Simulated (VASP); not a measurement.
Runs of VASP 6.6.1 on RbCl. The structure is that of space group Fm-3m (No. 225), or close to it. The cells are those of the table. 

| task | cell | gap on the mesh (eV) | pressure (GPa) |
| --- | --- | --- | --- |
| relaxation of cell and atoms | relaxed to 15 GPa from a = 4.630 Å, angles 60.0°, 2 atoms | (a) | 15.0 |
| single point | a = 4.282 Å, angles 60.0°, 2 atoms | 5.68 | 7.1 |
| single point | a = 4.546 Å, angles 60.0°, 2 atoms | (b) | 1.0 |
| relaxation of cell and atoms | relaxed to 4 GPa from a = 4.630 Å, angles 60.0°, 2 atoms | 5.40 | 4.0 |
| relaxation of cell and atoms | relaxed to 2 GPa from a = 4.630 Å, angles 60.0°, 2 atoms | 5.18 | 2.0 |
| single point | a = 4.387 Å, angles 60.0°, 2 atoms | 5.41 | 4.0 |
| single point | a = 4.104 Å, angles 60.0°, 2 atoms | (c) | 15.2 |
| relaxation of cell and atoms | relaxed to 7 GPa from a = 4.630 Å, angles 60.0°, 2 atoms | (d) | 7.0 |

Alike in all rows: level PBEsol; potentials or basis VASP PAW PBE potentials, release 64 (Rb_sv, Cl); no spin polarisation; k mesh 6 × 6 × 6; cutoff (eV) 500; smearing gaussian 0.01 eV.

Q: Estimate the missing entries.

A: (a) 5.29; (b) 5.05; (c) 5.28; (d) 5.67.

Caveats: the PAW data sets were made with another functional, which shifts forces and pressure a little; the cell is relaxed towards a set pressure, so the enthalpy falls and the energy may rise (some runs).

A k mesh can miss the band edges, and the runs leave out spin-orbit coupling on Rb.
